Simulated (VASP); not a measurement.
# LaH3 (I4/mmm) in VASP: a series of runs

LaH3 is run at these levels: PBEsol, PBEsol+D3(BJ); tasks: single point.

Everything below comes from runs of VASP 6.6.1. Logs are shortened: lines on timing, memory, paths and dates and some standing lists are left out, and cuts for length are marked.

### 1 The cell of the first run

The typed cell holds 4 atoms: a = 3.941 Å, b = 3.941 Å, c = 3.941 Å, α = 120.01°, β = 120.01°, γ = 89.98°.

### 2 Single point, PBEsol

File INCAR:

```
SYSTEM = LaH3
PREC = Accurate
ENCUT = 520
EDIFF = 1E-6
ISMEAR = -1
SIGMA = 0.02
LREAL = .FALSE.
LASPH = .TRUE.
NELM = 100
ALGO = Normal
ISIF = 2
LWAVE = .FALSE.
LCHARG = .FALSE.
GGA = PS
NBANDS = 15
```

File KPOINTS:

```
regular mesh
0
G
  6 6 6
  0 0 0
```

File POSCAR:

```
LaH3
1.0
   -1.9700893349      1.9700893349      2.7870153381
    1.9700893349     -1.9700893349      2.7870153381
    1.9700893349      1.9700893349     -2.7870153381
La H
1 3
Direct
    0.0000000000      0.0000000000      0.0000000000
    0.7500000000      0.2500000000      0.5000000000
    0.2500000000      0.7500000000      0.5000000000
    0.5000000000      0.5000000000      0.0000000000
```

Potentials or basis: VASP PAW PBE potentials, release 64 (La, H).

On the command line:

```
> cat potpaw_PBE.64/La/POTCAR potpaw_PBE.64/H/POTCAR > POTCAR
> mpirun -np 1 vasp_std > vasp.out
```

OUTCAR:

```text
SYSTEM = LaH3
   PREC = Accurate
   ENCUT = 520
   EDIFF = 1E-6
   ISMEAR = -1
   LREAL = .FALSE.
   LASPH = .TRUE.
   NELM = 100
   ISIF = 2
   GGA = PS

 ion  position               nearest neighbor table
   1  0.000  0.000  0.000-
   2  0.750  0.250  0.500-
   3  0.250  0.750  0.500-
   4  0.500  0.500  0.000-

  LATTYP: Found a body centered tetragonal cell.
 ALAT       =     3.9401786698
 C/A-ratio  =     1.4146644463

  Lattice vectors:

 A1 = (  -1.9700893349,   1.9700893349,   2.7870153381)
 A2 = (   1.9700893349,  -1.9700893349,   2.7870153381)
 A3 = (   1.9700893349,   1.9700893349,  -2.7870153381)

Analysis of symmetry for initial positions (statically):
=====================================================================
 Subroutine PRICEL returns:
 Original cell was already a primitive cell.

 Routine SETGRP: Setting up the symmetry group for a
 body centered tetragonal supercell.

 Subroutine GETGRP returns: Found 16 space group operations
 (whereof 16 operations were pure point group operations)
 out of a pool of 16 trial point group operations.

The static configuration has the point symmetry D_4h.

Analysis of symmetry for dynamics (positions and initial velocities):
=====================================================================
 Subroutine PRICEL returns:
 Original cell was already a primitive cell.

 Routine SETGRP: Setting up the symmetry group for a
 body centered tetragonal supercell.

 Subroutine GETGRP returns: Found 16 space group operations
 (whereof 16 operations were pure point group operations)
 out of a pool of 16 trial point group operations.

The dynamic configuration has the point symmetry D_4h.

 Subroutine INISYM returns: Found 16 space group operations
 (whereof 16 operations are pure point group operations),
 and found     1 'primitive' translations

----------------------------------------------------------------------------------------

                                     Primitive cell

  volume of cell :      43.2684

  direct lattice vectors                    reciprocal lattice vectors
    -1.970089335  1.970089335  2.787015338     0.000000000  0.253795598  0.179403390
     1.970089335 -1.970089335  2.787015338     0.253795598  0.000000000  0.179403390
     1.970089335  1.970089335 -2.787015338     0.253795598  0.253795598  0.000000000

  length of vectors
     3.940806830  3.940806830  3.940806830     0.310801837  0.310801837  0.358921176

  position of ions in fractional coordinates (direct lattice)
     0.000000000  0.000000000  0.000000000
     0.750000000  0.250000000  0.500000000
     0.250000000  0.750000000  0.500000000
     0.500000000  0.500000000  0.000000000

  ion indices of the primitive-cell ions
   primitive index   ion index
                 1           1
                 2           2
                 3           3
                 4           4

----------------------------------------------------------------------------------------

 KPOINTS: regular mesh

Automatic generation of k-mesh.
 Grid dimensions read from file:
 generate k-points for:    6    6    6

 Generating k-lattice:

  Cartesian coordinates                     Fractional coordinates (reciprocal lattice)
     0.000000000  0.042299266  0.029900565     0.166666667  0.000000000  0.000000000
     0.042299266  0.000000000  0.029900565     0.000000000  0.166666667  0.000000000
     0.042299266  0.042299266  0.000000000     0.000000000  0.000000000  0.166666667

  Length of vectors
     0.051800306  0.051800306  0.059820196

  Shift w.r.t. Gamma in fractional coordinates (k-lattice)
     0.000000000  0.000000000  0.000000000

 Subroutine IBZKPT returns following result:
 ===========================================

 Found     30 irreducible k-points:

 Following reciprocal coordinates:
            Coordinates               Weight
  0.000000  0.000000  0.000000      1.000000
  0.166667  0.000000 -0.000000      8.000000
  0.333333 -0.000000  0.000000      8.000000
  0.500000 -0.000000  0.000000      4.000000
  0.166667  0.166667  0.000000      8.000000
  0.333333  0.166667  0.000000     16.000000
[... 16 lines left out ...]
 -0.333333 -0.333333  0.166667      8.000000
 -0.166667 -0.333333  0.166667      8.000000
 [... further k-points ...]
   k-points           NKPTS =     30   k-points in BZ     NKDIM =     30   number of bands    NBANDS=     15
   number of dos      NEDOS =    301   number of ions     NIONS =      4
   total plane-waves  NPLWV =  27000
   dimension x,y,z NGX =    30 NGY =   30 NGZ =   30
   dimension x,y,z NGXF=    60 NGYF=   60 NGZF=   60
   ions per type =               1   3
   NGX,Y,Z   is equivalent  to a cutoff of  12.66, 12.66, 12.66 a.u.
   NGXF,Y,Z  is equivalent  to a cutoff of  25.31, 25.31, 25.31 a.u.
 SYSTEM =  LaH3
   PREC   = accura    normal or accurate (medium, high low for compatibility)
   ISTART =      0    job   : 0-new  1-cont  2-samecut
   ICHARG =      2    charge: 1-file 2-atom 10-const
   ISPIN  =      1    spin polarized calculation?
   LNONCOLLINEAR =      F non collinear calculations
   LSORBIT =      F    spin-orbit coupling
   LASPH  =      T    aspherical Exc in radial PAW
   ENCUT  =  520.0 eV  38.22 Ry    6.18 a.u.   7.33  7.33  7.33*2*pi/ulx,y,z
   NELM   =    100;   NELMIN=  2; NELMDL= -5     # of ELM steps
   EDIFF  = 0.1E-05   stopping-criterion for ELM
   LREAL  =      F    real-space projection
   EDIFFG = 0.1E-04   stopping-criterion for IOM
   NSW    =      0    number of steps for IOM
   IBRION =     -1    ionic relax: 0-MD 1-quasi-New 2-CG
   NFREE  =      0    steps in history (QN), initial steepest desc. (CG)
   ISIF   =      2    stress and relaxation
   ISYM   =      2    0-nonsym 1-usesym 2-fastsym
   POTIM  = 0.5000    time-step for ionic-motion
   TEBEG  =    0.0;   TEEND  =   0.0 temperature during run
   PSTRESS=    0.0 pullay stress
   NELECT =      14.0000    total number of electrons
   NUPDOWN=      -1.0000    fix difference up-down
   EMIN   =  10.00;   EMAX   =-10.00  energy-range for DOS
   EFERMI =   0.00;   METHOD = LEGACY
   ISMEAR =    -1;   SIGMA  =   0.02  broadening in eV -4-tet -1-fermi 0-gaus
   EFERMI_NEDOS =   21; number of points for ismear=-14 and -15
   IALGO  =     38    algorithm
   IMIX   =      4    mixing-type and parameters
     AMIX     =   0.40;   BMIX     =  1.00
     AMIX_MAG =   1.60;   BMIX_MAG =  1.00
  volume/ion in A,a.u.               =      10.82        73.00
  Fermi-wavevector in a.u.,A,eV,Ry     =   1.123899  2.123860 17.186171  1.263148
  Thomas-Fermi vector in A             =   2.260567
   LORBIT       =      0    0 simple, 1 ext, 2 COOP (PROOUT), +10 PAW based schemes
   GGA     = PS    functional components
   LHFCALC =     F    Hartree Fock is set to
   AEXX    =    0.0000 exact exchange contribution
   IVDW    =     0    specifies the selected vdW correction
   LEPSILON=     F    determine dielectric tensor
   LRPA    =     F    only Hartree local field effects (RPA)
 non-spin polarized calculation
  energy-cutoff  :      520.00
  volume of cell :       43.27
 maximum number of plane-waves:      1211
 NGX is ok and might be reduce to    30
   NGX = 15   NGY = 15   NGZ = 15

 number of electron      13.9999998 magnetization

 Free energy of the ion-electron system (eV)
  ---------------------------------------------------
  ext. energy  EPLUGINS =         0.00000000
  ---------------------------------------------------
  free energy    TOTEN  =       -17.68608535 eV

  energy without entropy =      -17.68552690  energy(sigma->0) =      -17.68580612

 E-fermi :   7.7088     XC(G=0): -10.1892

 val. band max:        6.9906687262   @ k =   0.1667   0.0000  -0.0000
 cond. band min:       7.7464215525   @ k =   0.5000  -0.0000   0.0000
 fundamental gap:      0.7557528264
 Fermi energy:         7.7088314022

 k-point     1 :       0.0000    0.0000    0.0000
  band No.  band energies     occupation
      1     -25.6924      2.00000
      2      -8.9303      2.00000
      3      -8.9302      2.00000
      4      -8.9302      2.00000
      5      -0.4071      2.00000
      6       4.7169      2.00000
      7       7.9045      0.00011
      8       7.9067      0.00010
      9       7.9067      0.00010
     10       8.1718      0.00000
     11       8.9578      0.00000
     12       8.9584      0.00000
     13       8.9584      0.00000
     14       9.5710      0.00000
     15       9.5711      0.00000

 k-point     2 :       0.1667    0.0000   -0.0000
  band No.  band energies     occupation
      1     -25.6608      2.00000
      2      -9.2632      2.00000
      3      -8.9630      2.00000
      4      -8.9628      2.00000
      5       0.2428      2.00000
      6       3.9464      2.00000
      7       6.9907      2.00000
      8       8.0658      0.00000
      9       8.0675      0.00000
     10       8.8967      0.00000
     11       8.8993      0.00000
     12       8.8999      0.00000
     13       9.5420      0.00000
     14       9.5425      0.00000
     15       9.5755      0.00000

 k-point     3 :       0.3333   -0.0000    0.0000
  band No.  band energies     occupation
      1     -25.5965      2.00000
      2      -9.8475      2.00000
      3      -9.0271      2.00000
      4      -9.0267      2.00000
      5       1.3495      2.00000
      6       3.4081      2.00000
      7       5.8534      2.00000
      8       7.9327      0.00003
      9       7.9353      0.00002
     10       8.9763      0.00000
     11       8.9765      0.00000
     12       9.3949      0.00000
     13       9.4777      0.00000
     14       9.4781      0.00000
     15       9.5824      0.00000

 k-point     4 :       0.5000   -0.0000    0.0000
  band No.  band energies     occupation
      1     -25.5638      2.00000
      2     -10.1100      2.00000
      3      -9.0585      2.00000
      4      -9.0581      2.00000
      5       1.6083      2.00000
      6       3.6278      2.00000
      7       5.5350      2.00000
      8       7.7464      0.26489
      9       7.7492      0.23493
     10       9.0407      0.00000
     11       9.0408      0.00000
     12       9.4589      0.00000
     13       9.4600      0.00000
     14       9.4602      0.00000
     15       9.5862      0.00000
[... 307 lines left out ...]
 k-point    22 :      -0.1667    0.5000    0.1667
  band No.  band energies     occupation
      1     -25.5535      2.00000
      2      -9.9908      2.00000
      3      -9.2511      2.00000
      4      -9.1169      2.00000
      5       2.0755      2.00000
      6       3.3132      2.00000
      7       4.4737      2.00000
      8       8.2067      0.00000
      9       8.8276      0.00000
     10       8.9135      0.00000
     11       9.0718      0.00000
     12       9.4269      0.00000
     13       9.4322      0.00000
     14       9.4732      0.00000
     15       9.7225      0.00000

 k-point    23 :      -0.3333   -0.3333    0.1667
  band No.  band energies     occupation
      1     -25.5540      2.00000
      2      -9.8263      2.00000
      3      -9.3823      2.00000
      4      -9.1561      2.00000
      5       2.4109      2.00000
      6       2.8779      2.00000
      7       4.0787      2.00000
      8       8.5239      0.00000
      9       8.8755      0.00000
     10       9.0757      0.00000
     11       9.2715      0.00000
     12       9.3642      0.00000
     13       9.3896      0.00000
     14       9.5188      0.00000
     15      10.1118      0.00000

 k-point    24 :      -0.1667   -0.3333    0.1667
  band No.  band energies     occupation
      1     -25.5970      2.00000
      2      -9.6902      2.00000
      3      -9.1189      2.00000
      4      -9.0990      2.00000
      5       1.4947      2.00000
      6       3.0901      2.00000
      7       5.1590      2.00000
      8       8.4106      0.00000
      9       8.7378      0.00000
     10       8.9530      0.00000
     11       9.1265      0.00000
     12       9.3206      0.00000
     13       9.3644      0.00000
     14       9.5805      0.00000
     15       9.8218      0.00000

 [... further k-points ...]
[... 5 lines left out ...]
  --------------------------------------------------------------------------------------
  -------------------------------------------------------------------------------------
  Total       -0.8775241     -0.8775241     -0.8754221      0.0000000      0.0000000      0.0000000
  in kB      -32.4936446    -32.4936446    -32.4158124      0.0000000      0.0000000      0.0000000
  external PRESSURE =     -32.4677005 kB  Pullay stress =       0.0000000 kB

 VOLUME and BASIS-vectors are now :
 -----------------------------------------------------------------------------
  energy-cutoff  :      520.00
  volume of cell :       43.27
      direct lattice vectors                 reciprocal lattice vectors
    -1.970089335  1.970089335  2.787015338     0.000000000  0.253795598  0.179403390
     1.970089335 -1.970089335  2.787015338     0.253795598  0.000000000  0.179403390
     1.970089335  1.970089335 -2.787015338     0.253795598  0.253795598  0.000000000

 POSITION                                       TOTAL-FORCE (eV/Angst)
 -----------------------------------------------------------------------------------
      0.00000      0.00000      0.00000        -0.000000     -0.000000      0.000000
      0.00000      1.97009      1.39351         0.000000     -0.000000      0.000000
      1.97009      0.00000      1.39351        -0.000000      0.000000     -0.000000
      0.00000      0.00000      2.78702        -0.000000     -0.000000      0.000000
 -----------------------------------------------------------------------------------
    total drift:                                0.000000      0.000000      0.000000

  FREE ENERGIE OF THE ION-ELECTRON SYSTEM (eV)
  ---------------------------------------------------
  free  energy   TOTEN  =       -17.6860853494 eV

  energy  without entropy=      -17.6855268960  energy(sigma->0) =      -17.68580612
```

It took 17 s on 1 thread of AMD EPYC 9R45 (Zen 5), shared host; peak memory 0.16 GiB.

What came out:

* Free energy: -17.6861 eV
* Pressure: -3.2 GPa
* Band gap on the k mesh: zero (band 7 reaches 7.90 eV, above the bottom of band 8 at 7.75 eV)

Levels at points of the mesh, in eV from the Fermi level:
| k point | band 3 | band 4 | band 5 | band 6 | band 7 | band 8 | band 9 | band 10 | band 11 | band 12 |
| --- | --- | --- | --- | --- | --- | --- | --- | --- | --- | --- |
| (0.00, 0.00, 0.00) | -16.64 | -16.64 | -8.12 | -2.99 | 0.20 | 0.20 | 0.20 | 0.46 | 1.25 | 1.25 |
| (0.50, 0.00, 0.00) | -16.77 | -16.77 | -6.10 | -4.08 | -2.17 | 0.04 | 0.04 | 1.33 | 1.33 | 1.75 |
| (0.50, 0.50, 0.00) | -17.00 | -17.00 | -5.67 | -5.51 | -3.14 | 1.31 | 1.31 | 1.44 | 1.67 | 1.68 |
| (0.50, 0.50, 0.50) | -17.00 | -17.00 | -5.67 | -5.51 | -3.14 | 1.31 | 1.31 | 1.44 | 1.67 | 1.68 |

Caveat: the k points lie up to 0.38 Å⁻¹ apart; the PAW data sets were made with another functional, which shifts forces and pressure a little; spin-orbit coupling is left out, which moves the levels of the heavy elements.

(Continued in part 2 of 2.)
